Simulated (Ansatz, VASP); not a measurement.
## Two plane-wave programs on Pt

```
Pt
1.0
     0.00000    1.96000    1.96000
     1.96000    0.00000    1.96000
     1.96000    1.96000    0.00000
Pt
1
Direct
  0.00000 0.00000 0.00000
```

Alike in both runs: task relaxation of cell and atoms; functional PBEsol; dispersion D3(BJ); k mesh 8 × 8 × 8; occupations gaussian, width 0.1 eV; no spin polarisation.

|  | VASP | Ansatz |
| --- | --- | --- |
| version | VASP 6.6.1 | Ansatz 0.2.0 |
| potentials or method | VASP PAW PBE potentials, release 64 (Pt), cutoff 500 eV | scalar-relativistic, plane waves, PAW |
| valence electrons in the cell | 10 | 18 |

|  | VASP | Ansatz | Ansatz less VASP |
| --- | --- | --- | --- |
| gap on the k mesh at the Fermi level, each at its own relaxed structure (eV) | none | none | - |
| relaxed volume (Å³/atom) | 14.60 | 14.59 | -0.003 |
| relaxed cell length with the largest relative difference (Å) | 2.743 | 2.743 | -0.0002 |

VASP's potentials were made for PBE, not for PBEsol, and Ansatz warns of the same on its side. A gap of «none» marks a metal or a gap that the smearing closes. VASP's potentials hold 10 valence electrons a cell and Ansatz's 18, so a difference there can come from the potentials and not from the codes.

Neither program's run includes spin-orbit coupling.
